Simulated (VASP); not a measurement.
Here is a VASP 6.6.1 calculation.

INCAR

```
SYSTEM = MnSb
  PREC = Accurate
  ENCUT = 520
  EDIFF = 1E-7
  ISMEAR = -1
  SIGMA = 0.05
  LREAL = .FALSE.
  LASPH = .TRUE.
  NELM = 150
  ALGO = Normal
  ISIF = 2
  LWAVE = .FALSE.
  LCHARG = .FALSE.
  ISPIN = 2
  MAGMOM = 0 0 4 4
  LORBIT = 11
  LMAXMIX = 4
  GGA = RP
  NBANDS = 30
```

KPOINTS

```
Automatic mesh
0
G
  7 7 5
  0 0 0
```

File POSCAR:

```
MnSb
1.0
    4.2046115259      0.0000000000      0.0000000000
   -2.1023057629      3.6413003944      0.0000000000
    0.0000000000      0.0000000000      5.8560613541
Sb Mn
2 2
Direct
    0.6666666667      0.3333333333      0.7500000000
    0.3333333333      0.6666666667      0.2500000000
    0.0000000000      0.0000000000      0.5000000000
    0.0000000000      0.0000000000      0.0000000000
```

Potentials or basis: VASP PAW PBE potentials, release 64 (Sb, Mn_pv).

Command:

```console
$ cat potpaw_PBE.64/Sb/POTCAR potpaw_PBE.64/Mn_pv/POTCAR > POTCAR
$ mpirun -np 1 vasp_std > vasp.out
```

**Question.** What does it give for the site moments?

**Answer.** Sb -0.14; Mn +3.57 μB.

**Question.** What does it give for the net moment?

**Answer.** 7.03 μB per cell.

Stress tensor (GPa, compression positive):
```
-1.98  0.00  0.00
 0.00 -1.98  0.00
 0.00  0.00 -2.56
```

Caveat: the PAW data sets were made with another functional, which shifts forces and pressure a little.
